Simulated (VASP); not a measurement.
Set up this calculation in VASP 6.6.1, as the native input.

```
Task                   : single point
Functional             : PBE
Potentials or basis    : VASP PAW PBE potentials, release 64 (Mo_sv)
Cutoff                 : 500 eV
k mesh                 : 8 × 8 × 8, shifted
Occupations            : fermi-dirac, width 0.1 eV
Spin                   : no spin polarisation
Dipole correction      : no
Further INCAR settings : ALGO = Normal; EDIFF = 1e-06; NBANDS = 13
```

The structure of Mo lies in POSCAR:

```
Mo
1.0
   -1.5808306838      1.5808306838      1.5808306838
    1.5808306838     -1.5808306838      1.5808306838
    1.5808306838      1.5808306838     -1.5808306838
Mo
1
Direct
    0.0000000000      0.0000000000      0.0000000000
```

These files were run (other wordings do the same):

INCAR

```
SYSTEM = Mo
PREC     = Accurate       ! precision mode
ENCUT    = 500            ! plane-wave cutoff, eV
EDIFF    = 1E-6           ! SCF threshold, eV
ISMEAR   = -1             ! smearing method
SIGMA    = 0.1            ! smearing width, eV
LREAL    = .FALSE.        ! projectors in reciprocal space
LASPH    = .TRUE.         ! aspherical terms in the spheres
NELM     = 120            ! most SCF steps
ALGO     = Normal         ! electronic algorithm
ISIF     = 2              ! what is computed and relaxed
LWAVE    = .FALSE.        ! write WAVECAR
LCHARG   = .FALSE.        ! write CHGCAR
GGA      = PE             ! functional
NBANDS   = 13             ! bands
GGA_COMPAT= .FALSE.
```

KPOINTS

```
Automatic mesh
0
Gamma
  8 8 8
  0.5 0.5 0.5
```

Potentials or basis: VASP PAW PBE potentials, release 64 (Mo_sv).

Run with:

```bash
$ cat potpaw_PBE.64/Mo_sv/POTCAR > POTCAR
$ mpirun -np 1 vasp_std > vasp.out
```

It gave:

| Property | Result |
| --- | --- |
| Pressure | 0.5 GPa |
| Band gap on the k mesh | zero (band 7 reaches 15.49 eV, above the bottom of band 8 at 11.23 eV) |

Wall time 4.1 s on 1 thread of Intel(R) Xeon(R) Platinum 8488C (Sapphire Rapids), with other jobs on the host, peak memory 0.12 GiB.
